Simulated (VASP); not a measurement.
CsH: single point with LDA

Crystal: CsH.

```
Cs H
1.0
     0.00000    2.92104    3.79735
     2.92104    0.00000    3.79735
     2.92104    2.92104    0.00000
Cs H
1 1
Direct
  0.00000 0.00000 0.00000
  0.50000 0.50000 0.50000
```

This cell differs from its parent crystal: ratio of the length along z to the lengths across it x 1.3, volume and fractional coordinates fixed.

```yaml
Program: VASP 6.6.1
Task: single point
Functional: LDA
Potentials_or_basis: VASP PAW LDA potentials, release 64 (Cs_sv, H)
Cutoff: 520 eV
k_mesh: 8 × 8 × 8
Occupations: gaussian, width 0.05 eV
Spin: no spin polarisation
```

```
Pressure               : 0.2 GPa
Band gap on the k mesh : 1.68 eV, direct
```

Stress tensor (GPa, compression positive):
```
 1.30  0.00  0.00
 0.00  1.30  0.00
 0.00  0.00 -2.11
```

Levels at points of the mesh, in eV from the valence-band top:
```tsv
k point	band 3	band 4	band 5	band 6	band 7	band 8
(0.00, 0.00, 0.00)	-7.95	-7.95	-2.10	3.28	4.05	5.48
(0.50, 0.00, 0.00)	-8.44	-7.92	0.00	1.68	3.71	5.27
(0.50, 0.50, 0.00)	-8.06	-8.06	-1.56	3.07	3.73	7.91
(0.50, 0.00, 0.50)	-8.63	-8.41	-1.58	2.63	5.82	6.05
```

Run time: 13 s on 1 thread of Intel(R) Xeon(R) 6975P-C (Granite Rapids), with other jobs on the host, peak memory 0.19 GiB.

Caveat: spin-orbit coupling is left out, which moves the levels of the heavy elements. A k mesh can miss the band edges.
